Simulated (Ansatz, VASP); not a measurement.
Two plane-wave programs on ZnSe

```
Zn Se
1.0
     0.00000    2.83242    2.71912
     2.83242    0.00000    2.71912
     2.83242    2.83242    0.00000
Zn Se
1 1
Direct
  0.00000 0.00000 0.00000
  0.25000 0.25000 0.25000
```

Change from the starting cell: uniaxial_z strain -4.0%.

Alike in both runs: task single point; functional HSE06; k mesh 6 × 6 × 6; no spin polarisation.

|  | VASP | Ansatz |
| --- | --- | --- |
| version | VASP 6.6.1 | Ansatz 0.2.0 |
| potentials or method | VASP PAW PBE potentials, release 64 (Zn, Se) | plane waves, PAW |
| plane-wave cutoff (eV) | 520 | 420 |
| occupations | gaussian, width 0.01 eV | fixed |
| valence electrons in the cell | 18 | 28 |

|  | VASP | Ansatz | Ansatz less VASP |
| --- | --- | --- | --- |
| gap on the k mesh at the Fermi level (eV) | 2.49 | 2.50 | +0.009 |
| pressure (GPa) | 4.3 | 4.2 | -0.03 |
| traceless stress, the component that is largest in VASP (GPa) | 0.87 | 0.87 | +0.001 |

VASP's potentials hold 18 valence electrons a cell and Ansatz's 28, so a difference there can come from the potentials and not from the codes. Ansatz's warnings: stress exchange threshold loose, stress scf threshold loose.
